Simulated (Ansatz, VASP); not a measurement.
## Two plane-wave programs on As

```xyz
2
Lattice="1.9177 1.1072 3.5830 -1.9177 1.1072 3.5830 0.0000 -2.2144 3.5830" Properties=species:S:1:pos:R:3 pbc="T T T"
As    0.0000    0.0000    2.4293
As    0.0000    0.0000    8.3197
```

Alike in both runs: task single point; functional HSE06; k mesh 6 × 6 × 6; occupations fermi-dirac, width 0.05 eV; no spin polarisation.

|  | VASP | Ansatz |
| --- | --- | --- |
| version | VASP 6.6.1 | Ansatz 0.2.0 |
| potentials or method | VASP PAW PBE potentials, release 64 (As) | Ansatz PAW |
| plane-wave cutoff (eV) | 520 | 420 |
| valence electrons in the cell | 10 | 30 |

Ansatz gave:

```
gap on the k mesh at the Fermi level (eV)                     : none
pressure (GPa)                                                : -3.4
traceless stress, the component that is largest in VASP (GPa) : 1.15
rms of the force components (eV/Å)                            : 0.178
```

**Question.** Estimate VASP's values.

**Answer.** gap on the k mesh at the Fermi level (eV): none; pressure (GPa): -3.7; traceless stress, the component that is largest in VASP (GPa): 1.24; rms of the force components (eV/Å): 0.183.

Atom by atom the forces differ by 0.005 eV/Å (rms over components). A gap of «none» marks a metal or a gap that the smearing closes. The functional is the same, so the differences come from potentials, cutoffs and numerics. VASP's potentials hold 10 valence electrons a cell and Ansatz's 30, so a difference there can come from the potentials and not from the codes.
